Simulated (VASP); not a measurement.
# P (P4/mmm) in VASP: notebook

Runs on P. Level: PBE. Tasks: single point.

Program: VASP 6.6.1. These are calculated values, not measurements. Logs are shortened: lines on timing, memory, paths and dates and some standing lists are left out, and cuts for length are marked.

### Step 1. The cell of the first run

It takes space group P4/mmm (No. 123, tetragonal). Conventional cell: a = 2.385 Å, b = 2.385 Å, c = 2.581 Å, α = 90.00°, β = 90.00°, γ = 90.00°. P (site symmetry 4/mmm) has 6 P at 2.38 to 2.58 Å within 3.1 Å.

The cell was generated, and may not be a known phase.

### Step 2. Single point, PBE

Contents of INCAR:

```
PREC = Accurate
ENCUT = 520
EDIFF = 1E-6
ISMEAR = 0
SIGMA = 0.1
LREAL = False
LASPH = True
NELM = 100
ALGO = Normal
ISIF = 2
LWAVE = False
LCHARG = False
GGA = PE
NBANDS = 8
```

Contents of KPOINTS:

```
regular mesh
0
Gamma
  8 8 4
```

Contents of POSCAR:

```
P
1.0
    2.3845623892      0.0000000000      0.0000000000
    0.0000000000      2.3845623892      0.0000000000
    0.0000000000      0.0000000000      2.5809592120
P
1
Direct
    0.0000000000      0.0000000000      0.5000000000
```

Potentials or basis: VASP PAW PBE potentials, release 64 (P).

Run with:

```sh
$ cat potpaw_PBE.64/P/POTCAR > POTCAR
$ mpirun -np 1 vasp_std > vasp.out
```

OUTCAR:

```text
PREC = Accurate
   ENCUT = 520
   EDIFF = 1E-6
   ISMEAR = 0
   LREAL = False
   LASPH = True
   NELM = 100
   ISIF = 2
   GGA = PE

 ion  position               nearest neighbor table
   1  0.000  0.000  0.500-

  LATTYP: Found a simple tetragonal cell.
 ALAT       =     2.3845623892
 C/A-ratio  =     1.0823617883

  Lattice vectors:

 A1 = (   2.3845623892,   0.0000000000,   0.0000000000)
 A2 = (   0.0000000000,   2.3845623892,   0.0000000000)
 A3 = (   0.0000000000,   0.0000000000,   2.5809592120)

Analysis of symmetry for initial positions (statically):
=====================================================================
 Subroutine PRICEL returns:
 Original cell was already a primitive cell.

 Routine SETGRP: Setting up the symmetry group for a
 simple tetragonal supercell.

 Subroutine GETGRP returns: Found 16 space group operations
 (whereof 16 operations were pure point group operations)
 out of a pool of 16 trial point group operations.

The static configuration has the point symmetry D_4h.

Analysis of symmetry for dynamics (positions and initial velocities):
=====================================================================
 Subroutine PRICEL returns:
 Original cell was already a primitive cell.

 Routine SETGRP: Setting up the symmetry group for a
 simple tetragonal supercell.

 Subroutine GETGRP returns: Found 16 space group operations
 (whereof 16 operations were pure point group operations)
 out of a pool of 16 trial point group operations.

The dynamic configuration has the point symmetry D_4h.

 Subroutine INISYM returns: Found 16 space group operations
 (whereof 16 operations are pure point group operations),
 and found     1 'primitive' translations

----------------------------------------------------------------------------------------

                                     Primitive cell

  volume of cell :      14.6757

  direct lattice vectors                    reciprocal lattice vectors
     2.384562389  0.000000000  0.000000000     0.419364159  0.000000000  0.000000000
     0.000000000  2.384562389  0.000000000     0.000000000  0.419364159  0.000000000
     0.000000000  0.000000000  2.580959212     0.000000000  0.000000000  0.387452849

  length of vectors
     2.384562389  2.384562389  2.580959212     0.419364159  0.419364159  0.387452849

  position of ions in fractional coordinates (direct lattice)
     0.000000000  0.000000000  0.500000000

  ion indices of the primitive-cell ions
   primitive index   ion index
                 1           1

----------------------------------------------------------------------------------------

 KPOINTS: regular mesh

Automatic generation of k-mesh.
 Grid dimensions read from file:
 generate k-points for:    8    8    4

 Generating k-lattice:

  Cartesian coordinates                     Fractional coordinates (reciprocal lattice)
     0.052420520  0.000000000  0.000000000     0.125000000  0.000000000  0.000000000
     0.000000000  0.052420520  0.000000000     0.000000000  0.125000000  0.000000000
     0.000000000  0.000000000  0.096863212     0.000000000  0.000000000  0.250000000

  Length of vectors
     0.052420520  0.052420520  0.096863212

  Shift w.r.t. Gamma in fractional coordinates (k-lattice)
     0.000000000  0.000000000  0.000000000

 Subroutine IBZKPT returns following result:
 ===========================================

 Found     45 irreducible k-points:

 Following reciprocal coordinates:
            Coordinates               Weight
  0.000000  0.000000  0.000000      1.000000
  0.125000  0.000000  0.000000      4.000000
  0.250000  0.000000  0.000000      4.000000
  0.375000  0.000000  0.000000      4.000000
  0.500000  0.000000  0.000000      2.000000
  0.125000  0.125000  0.000000      4.000000
[... 16 lines left out ...]
  0.375000  0.125000  0.250000     16.000000
  0.500000  0.125000  0.250000      8.000000
 [... further k-points ...]
   k-points           NKPTS =     45   k-points in BZ     NKDIM =     45   number of bands    NBANDS=      8
   number of dos      NEDOS =    301   number of ions     NIONS =      1
   total plane-waves  NPLWV =   6480
   dimension x,y,z NGX =    18 NGY =   18 NGZ =   20
   dimension x,y,z NGXF=    36 NGYF=   36 NGZF=   40
   ions per type =               1
   NGX,Y,Z   is equivalent  to a cutoff of  12.55, 12.55, 12.88 a.u.
   NGXF,Y,Z  is equivalent  to a cutoff of  25.10, 25.10, 25.76 a.u.
 SYSTEM =  unknown system
   PREC   = accura    normal or accurate (medium, high low for compatibility)
   ISTART =      0    job   : 0-new  1-cont  2-samecut
   ICHARG =      2    charge: 1-file 2-atom 10-const
   ISPIN  =      1    spin polarized calculation?
   LNONCOLLINEAR =      F non collinear calculations
   LSORBIT =      F    spin-orbit coupling
   LASPH  =      T    aspherical Exc in radial PAW
   ENCUT  =  520.0 eV  38.22 Ry    6.18 a.u.   4.43  4.43  4.80*2*pi/ulx,y,z
   NELM   =    100;   NELMIN=  2; NELMDL= -5     # of ELM steps
   EDIFF  = 0.1E-05   stopping-criterion for ELM
   LREAL  =      F    real-space projection
   EDIFFG = 0.1E-04   stopping-criterion for IOM
   NSW    =      0    number of steps for IOM
   IBRION =     -1    ionic relax: 0-MD 1-quasi-New 2-CG
   NFREE  =      0    steps in history (QN), initial steepest desc. (CG)
   ISIF   =      2    stress and relaxation
   ISYM   =      2    0-nonsym 1-usesym 2-fastsym
   POTIM  = 0.5000    time-step for ionic-motion
   TEBEG  =    0.0;   TEEND  =   0.0 temperature during run
   PSTRESS=    0.0 pullay stress
   NELECT =       5.0000    total number of electrons
   NUPDOWN=      -1.0000    fix difference up-down
   EMIN   =  10.00;   EMAX   =-10.00  energy-range for DOS
   EFERMI =   0.00;   METHOD = LEGACY
   ISMEAR =     0;   SIGMA  =   0.10  broadening in eV -4-tet -1-fermi 0-gaus
   EFERMI_NEDOS =   21; number of points for ismear=-14 and -15
   IALGO  =     38    algorithm
   IMIX   =      4    mixing-type and parameters
     AMIX     =   0.40;   BMIX     =  1.00
     AMIX_MAG =   1.60;   BMIX_MAG =  1.00
  volume/ion in A,a.u.               =      14.68        99.04
  Fermi-wavevector in a.u.,A,eV,Ry     =   1.143401  2.160715 17.787800  1.307366
  Thomas-Fermi vector in A             =   2.280096
   LORBIT       =      0    0 simple, 1 ext, 2 COOP (PROOUT), +10 PAW based schemes
   GGA     = PE    functional components
   LHFCALC =     F    Hartree Fock is set to
   AEXX    =    0.0000 exact exchange contribution
   IVDW    =     0    specifies the selected vdW correction
   LEPSILON=     F    determine dielectric tensor
   LRPA    =     F    only Hartree local field effects (RPA)
 non-spin polarized calculation
 Gauss-broadening in eV      SIGMA  =   0.10
  energy-cutoff  :      520.00
  volume of cell :       14.68
 maximum number of plane-waves:       407
 NGX is ok and might be reduce to    18
   NGX =  9   NGY =  9   NGZ =  9

 number of electron       5.0000000 magnetization

 Free energy of the ion-electron system (eV)
  ---------------------------------------------------
  ext. energy  EPLUGINS =         0.00000000
  ---------------------------------------------------
  free energy    TOTEN  =        -5.18625656 eV

  energy without entropy =       -5.18266817  energy(sigma->0) =       -5.18446237

 E-fermi :   9.3425     XC(G=0): -11.2471

 val. band max:        9.3184043155   @ k =   0.3750   0.2500   0.2500
 cond. band min:       9.5085165977   @ k =   0.5000   0.0000   0.2500
 fundamental gap:      0.1901122822
 Fermi energy:         9.3425051715

 k-point     1 :       0.0000    0.0000    0.0000
  band No.  band energies     occupation
      1      -6.9627      2.00000
      2      12.4185      0.00000
      3      15.5624      0.00000
      4      15.5624      0.00000
      5      15.6018      0.00000
      6      16.7473      0.00000
      7      24.0564      0.00000
      8      33.2110      0.00000

 k-point     2 :       0.1250    0.0000    0.0000
  band No.  band energies     occupation
      1      -6.5839      2.00000
      2      11.3461      0.00000
      3      12.7258      0.00000
      4      15.8613      0.00000
      5      16.0818      0.00000
      6      19.8867      0.00000
      7      25.7201      0.00000
      8      30.5930      0.00000

 k-point     3 :       0.2500    0.0000    0.0000
  band No.  band energies     occupation
      1      -5.4633      2.00000
      2       6.8924      2.00000
      3      13.6088      0.00000
      4      16.7206      0.00000
      5      16.9887      0.00000
      6      22.0771      0.00000
      7      26.6141      0.00000
      8      29.3138      0.00000

 k-point     4 :       0.3750    0.0000    0.0000
  band No.  band energies     occupation
      1      -3.6909      2.00000
      2       3.0504      2.00000
      3      14.8620      0.00000
      4      17.9418      0.00000
      5      18.2008      0.00000
      6      23.3329      0.00000
      7      23.9606      0.00000
      8      26.1273      0.00000

 k-point     5 :       0.5000    0.0000    0.0000
  band No.  band energies     occupation
      1      -2.1612      2.00000
      2       0.8227      2.00000
      3      15.6397      0.00000
      4      18.7015      0.00000
      5      18.8808      0.00000
      6      21.8643      0.00000
      7      24.7037      0.00000
      8      25.1032      0.00000
[... 177 lines left out ...]
 k-point    22 :       0.2500    0.1250    0.2500
  band No.  band energies     occupation
      1      -3.9154      2.00000
      2       7.0215      2.00000
      3       8.4769      2.00000
      4      14.2201      0.00000
      5      20.4603      0.00000
      6      25.1246      0.00000
      7      25.6799      0.00000
      8      26.4736      0.00000

 k-point    23 :       0.3750    0.1250    0.2500
  band No.  band energies     occupation
      1      -2.1428      2.00000
      2       4.3879      2.00000
      3       8.8210      2.00000
      4      15.4356      0.00000
      5      16.9990      0.00000
      6      23.2225      0.00000
      7      26.2104      0.00000
      8      27.0403      0.00000

 k-point    24 :       0.5000    0.1250    0.2500
  band No.  band energies     occupation
      1      -0.5792      2.00000
      2       2.1728      2.00000
      3       9.7741      0.00000
      4      15.0552      0.00000
      5      16.5883      0.00000
      6      21.6729      0.00000
      7      26.7698      0.00000
      8      27.7853      0.00000

 [... further k-points ...]

------------------------ aborting loop because EDIFF is reached ----------------------------------------

  FORCE on cell =-STRESS in cart. coord.  units (eV):
  Direction    XX          YY          ZZ          XY          YZ          ZX
  --------------------------------------------------------------------------------------
  -------------------------------------------------------------------------------------
  Total       -0.0204041     -0.0204041     -0.0285119      0.0000000      0.0000000     -0.0000000
  in kB       -2.2275608     -2.2275608     -3.1127016      0.0000000      0.0000000     -0.0000000
  external PRESSURE =      -2.5226078 kB  Pullay stress =       0.0000000 kB

 VOLUME and BASIS-vectors are now :
 -----------------------------------------------------------------------------
  energy-cutoff  :      520.00
  volume of cell :       14.68
      direct lattice vectors                 reciprocal lattice vectors
     2.384562389  0.000000000  0.000000000     0.419364159  0.000000000  0.000000000
     0.000000000  2.384562389  0.000000000     0.000000000  0.419364159  0.000000000
     0.000000000  0.000000000  2.580959212     0.000000000  0.000000000  0.387452849

 POSITION                                       TOTAL-FORCE (eV/Angst)
 -----------------------------------------------------------------------------------
      0.00000      0.00000      1.29048         0.000000      0.000000      0.000000
 -----------------------------------------------------------------------------------
    total drift:                               -0.000000     -0.000000      0.000000

  FREE ENERGIE OF THE ION-ELECTRON SYSTEM (eV)
  ---------------------------------------------------
  free  energy   TOTEN  =        -5.1862565583 eV

  energy  without entropy=       -5.1826681727  energy(sigma->0) =       -5.18446237
```

Run time: 2.4 s. Hardware: 1 thread of AMD EPYC 9R45 (Zen 5), shared host; peak memory 0.08 GiB.

Results:

```yaml
Free_energy: -5.1863 eV
Pressure: -0.3 GPa
Band_gap_on_the_k_mesh: zero (an odd number of electrons rules out a gap without spin polarisation)
```

Caveat: the k points lie up to 0.61 Å⁻¹ apart, too coarse for converged energies and pressures of a metal; an odd number of electrons without spin polarisation forces a metal; a magnetic or distorted state may lie lower.

[end of part 1 of 2]

The gap in the log of VASP goes by the Fermi energy; the results here count the filled bands.